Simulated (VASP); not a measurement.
Sm, 2 atoms in the cell. The structure is hexagonal, space group P6_3/mmc (No. 194). Conventional cell: a = 3.604 Å, b = 3.604 Å, c = 5.886 Å, α = 90.00°, β = 90.00°, γ = 120.00°. Sm (site symmetry -6m2) has 12 Sm at 3.60 Å within 4.7 Å. This isn't the form of Sm at room conditions, which is rhombohedral.

- Program: VASP 6.6.1
- Task: relaxation of cell and atoms
- Functional: PBE
- Potentials or basis: VASP PAW PBE potentials, release 64 (Sm)
- Cutoff: 600 eV
- k mesh: 6 × 6 × 4
- Occupations: gaussian, width 0.05 eV
- Spin: collinear spin, ferromagnetic start
- Starting moments: [5.0, 5.0] μB
- Dipole correction: no
- Further INCAR settings: ALGO = Normal; EDIFF = 1e-07; IBRION = 2; EDIFFG = -0.03; NSW = 80; ISIF = 3

Potentials or basis: VASP PAW PBE potentials, release 64 (Sm).

The run is started by

```sh
$ cat potpaw_PBE.64/Sm/POTCAR > POTCAR
$ mpirun -np 1 vasp_std > vasp.out
```

Hardware: 1 thread of AMD EPYC 9R45 96-Core Processor (Zen 5), with other jobs on the host.

Task: How long does it take, and how much memory?

Result: Wall time 17 min on 1 thread of AMD EPYC 9R45 96-Core Processor (Zen 5) (shared host), peak memory 0.26 GiB. Counts: scf iterations 234, k points 21, ion steps 7.
